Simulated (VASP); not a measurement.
Input of a VASP 6.6.1 run:

Contents of INCAR:

```
ALGO = Normal ; EDIFF = 1E-6
ENCUT = 500 ; GGA = PE
GGA_COMPAT = False ; ISIF = 2
ISMEAR = -1 ; LASPH = True
LCHARG = True ; LNONCOLLINEAR = True
LORBIT = 11 ; LORBMOM = True
LREAL = False ; LSORBIT = True
LVHAR = True ; LWAVE = False
MAGMOM = 0 0 0 ; NBANDS = 23
NELM = 200 ; PREC = Accurate
SIGMA = 0.15
```

File KPOINTS:

```
k-points
0
Gamma
  4 4 4
```

Contents of POSCAR:

```
Cd
1.0
    0.0000000000      2.2506000000      2.2506000000
    2.2506000000      0.0000000000      2.2506000000
    2.2506000000      2.2506000000      0.0000000000
Cd
1
Direct
    0.0000000000      0.0000000000      0.0000000000
```

Potentials or basis: VASP PAW PBE potentials, release 64 (Cd).

The run is started by

```sh
$ cat potpaw_PBE.64/Cd/POTCAR > POTCAR
$ mpirun -np 1 vasp_ncl > vasp.out
```

(1) Predict the pressure.

(2) Estimate the net moment.

Answers

(1) -0.5 GPa.

(2) 0.00 μB per cell.

Caveat: the k points lie up to 0.60 Å⁻¹ apart.
